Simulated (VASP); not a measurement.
Input of a VASP 6.6.1 run:

Contents of INCAR:

```
  PREC = Accurate
  ENCUT = 520
  EDIFF = 1E-6
  ISMEAR = -1
  SIGMA = 0.02
  LREAL = F
  LASPH = T
  NELM = 80
  ALGO = Normal
  ISIF = 2
  LWAVE = F
  LCHARG = F
  GGA = PE
  NBANDS = 55
```

Contents of KPOINTS:

```
regular mesh
0
Gamma
  6 6 6
```

File POSCAR:

```
In2O3
1.0
    2.7813592499      1.6058185116      4.9028835716
   -2.7813592499      1.6058185116      4.9028835716
    0.0000000000     -3.2116370233      4.9028835716
In O
4 6
Direct
    0.8566860344      0.8566860344      0.8566860344
    0.3566860344      0.3566860344      0.3566860344
    0.1433139656      0.1433139656      0.1433139656
    0.6433139656      0.6433139656      0.6433139656
    0.4531244008      0.0468755992      0.7500000000
    0.0468755992      0.7500000000      0.4531244008
    0.5468755992      0.9531244008      0.2500000000
    0.2500000000      0.5468755992      0.9531244008
    0.9531244008      0.2500000000      0.5468755992
    0.7500000000      0.4531244008      0.0468755992
```

Potentials or basis: VASP PAW PBE potentials, release 64 (In_d, O).

The run is started by

```bash
$ cat potpaw_PBE.64/In_d/POTCAR potpaw_PBE.64/O/POTCAR > POTCAR
$ mpirun -np 1 vasp_std > vasp.out
```

Question: Predict the band gap on the k mesh.

Answer: 1.02 eV (least direct gap 1.09 eV).

Question: Estimate the largest force.

Answer: 0.090 eV/Å.

Stress tensor (GPa, compression positive):
```
1.63 0.00 0.00
0.00 1.63 0.00
0.00 0.00 1.85
```

Caveat: the cell differs from its parent crystal (strain +1.0%); spin-orbit coupling is left out, which moves the levels of the heavy elements. A k mesh can miss the band edges.
